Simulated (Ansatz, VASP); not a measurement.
# Two plane-wave programs on Bi3O

```
Bi O
1.0
     4.02621    0.00000    0.00000
     0.00000    4.02621    0.00000
     0.00000    0.00000   12.88430
Bi O
6 2
Direct
  0.50000 0.00000 0.90234
  0.00000 0.50000 0.09766
  0.50000 0.00000 0.60192
  0.00000 0.50000 0.72352
  0.00000 0.50000 0.39808
  0.50000 0.00000 0.27648
  0.50000 0.50000 0.00000
  0.00000 0.00000 0.00000
```

Alike in both runs: functional PBE; k mesh 8 × 8 × 4; occupations gaussian, width 0.1 eV; no spin polarisation.

Ansatz relaxed the structure, and its values are those at the end. VASP's run is a single point on that final structure, the one shown.

```csv
,VASP,Ansatz
version,VASP 6.6.1,Ansatz 0.2.0
potentials or method,"VASP PAW PBE potentials, release 64 (Bi_d, O), cutoff 520 eV","scalar-relativistic, plane waves, PAW"
valence electrons in the cell,102,102
```

VASP gave:

| Property | Result |
| --- | --- |
| gap on the k mesh at the Fermi level (eV) | none |
| pressure (GPa) | 0.0 |
| rms of the force components (eV/Å) | 0.009 |

Q: Which values does Ansatz return?

A: gap on the k mesh at the Fermi level (eV): none; pressure (GPa): 0.0; rms of the force components (eV/Å): 0.000.

A gap of «none» marks a metal or a gap that the smearing closes.

Spin-orbit coupling is off throughout.
